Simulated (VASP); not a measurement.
Wanted: the native input for a VASP 6.6.1 run.

```yaml
Task: single point
Functional: r2SCAN
Potentials_or_basis: VASP PAW PBE potentials, release 64 (Si, O)
Cutoff: 520 eV
k_mesh: 4 × 4 × 6
Occupations: gaussian, width 0.1 eV
Spin: no spin polarisation
Dipole_correction: no
Further_INCAR_settings: ALGO = Normal; EDIFF = 1e-07; NBANDS = 25
```

Crystal: SiO2.

```
CELL_PARAMETERS angstrom
4.18437 0.00000 0.00000
0.00000 4.18437 0.00000
0.00000 0.00000 2.66841
ATOMIC_POSITIONS crystal
Si 0.50000 0.50000 0.50000
Si 0.00000 0.00000 0.00000
O 0.19373 0.80627 0.50000
O 0.80627 0.19373 0.50000
O 0.30627 0.30627 0.00000
O 0.69373 0.69373 0.00000
```

The input as run:

POSCAR

```
SiO2
1.0
    4.1843701731      0.0000000000      0.0000000000
    0.0000000000      4.1843701731      0.0000000000
    0.0000000000      0.0000000000      2.6684093862
Si O
2 4
Direct
    0.5000000000      0.5000000000      0.5000000000
    0.0000000000      0.0000000000      0.0000000000
    0.1937252771      0.8062747229      0.5000000000
    0.8062747229      0.1937252771      0.5000000000
    0.3062747229      0.3062747229      0.0000000000
    0.6937252771      0.6937252771      0.0000000000
```

INCAR.step1

```
SYSTEM = SiO2
  ALGO = Normal
  EDIFF = 1E-4
  ENCUT = 520
  GGA = PE
  ISMEAR = 0
  LASPH = .TRUE.
  LCHARG = .FALSE.
  LREAL = .FALSE.
  LWAVE = .TRUE.
  NBANDS = 25
  NELM = 60
  PREC = Accurate
  SIGMA = 0.1
```

INCAR.step2

```
SYSTEM = SiO2
  ALGO = Normal
  EDIFF = 1E-7
  ENCUT = 520
  ISIF = 2
  ISMEAR = 0
  ISTART = 1
  LASPH = .TRUE.
  LCHARG = .TRUE.
  LELF = .TRUE.
  LMIXTAU = .TRUE.
  LREAL = .FALSE.
  LVHAR = .TRUE.
  LWAVE = .FALSE.
  METAGGA = R2SCAN
  NBANDS = 25
  NELM = 60
  PREC = Accurate
  SIGMA = 0.1
```

KPOINTS

```
k-points
0
G
  4 4 6
  0 0 0
```

Potentials or basis: VASP PAW PBE potentials, release 64 (Si, O).

Launch:

```bash
$ cat potpaw_PBE.64/Si/POTCAR potpaw_PBE.64/O/POTCAR > POTCAR
$ cp INCAR.step1 INCAR
$ mpirun -np 1 vasp_std > vasp.out
$ cp INCAR.step2 INCAR
$ mpirun -np 1 vasp_std > vasp.out
```

It gave:

| Property | Result |
| --- | --- |
| Pressure | 0.7 GPa |
| Largest force | 0.060 eV/Å |
| Band gap on the k mesh | 6.53 eV, direct |

Caveat: the PAW data sets were made with another functional, which shifts forces and pressure a little.

Wall time 59 s on 1 thread of Intel(R) Xeon(R) Platinum 8259CL CPU @ 2.50GHz (Skylake/Cascade Lake), with other jobs on the host, peak memory 0.16 GiB.
